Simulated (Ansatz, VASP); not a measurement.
**Two plane-wave programs on InSe**

```
In Se
1.0
     5.79048   -2.08641   -0.07207
     5.79048    2.08641   -0.07207
    -1.62361    0.00000    5.33314
In Se
2 2
Cartesian
  10.1962 0.0501 0.1563
  -0.2389 0.0501 5.0327
  6.5880 -0.0728 3.6116
  3.3694 -0.0728 1.5774
```

Change from the starting cell: mode 9 frozen in at -0.072 Å, strain +e along z and -e/2 along x and y -0.0233.

Alike in both runs: task single point; functional PBE; k mesh 8 × 8 × 6; occupations gaussian, width 0.05 eV; no spin polarisation.

|  | VASP | Ansatz |
| --- | --- | --- |
| version | VASP 6.6.1 | Ansatz 0.2.0 |
| potentials or method | VASP PAW PBE potentials, release 64 (In_d, Se), cutoff 520 eV | scalar-relativistic, plane waves, PAW |
| valence electrons in the cell | 38 | 58 |

VASP gave:

```
gap on the k mesh at the Fermi level (eV)                     : 1.00
least direct gap on the mesh (eV)                             : 1.15
pressure (GPa)                                                : 0.1
traceless stress, the component that is largest in VASP (GPa) : -0.59
rms of the force components (eV/Å)                            : 0.323
```

What did Ansatz give for the same quantities?

gap on the k mesh at the Fermi level (eV): 1.01; least direct gap on the mesh (eV): 1.15; pressure (GPa): 0.1; traceless stress, the component that is largest in VASP (GPa): -0.60; rms of the force components (eV/Å): 0.320.

Atom by atom the forces differ by 0.008 eV/Å (rms over components). VASP's potentials hold 38 valence electrons a cell and Ansatz's 58, so a difference there can come from the potentials and not from the codes.
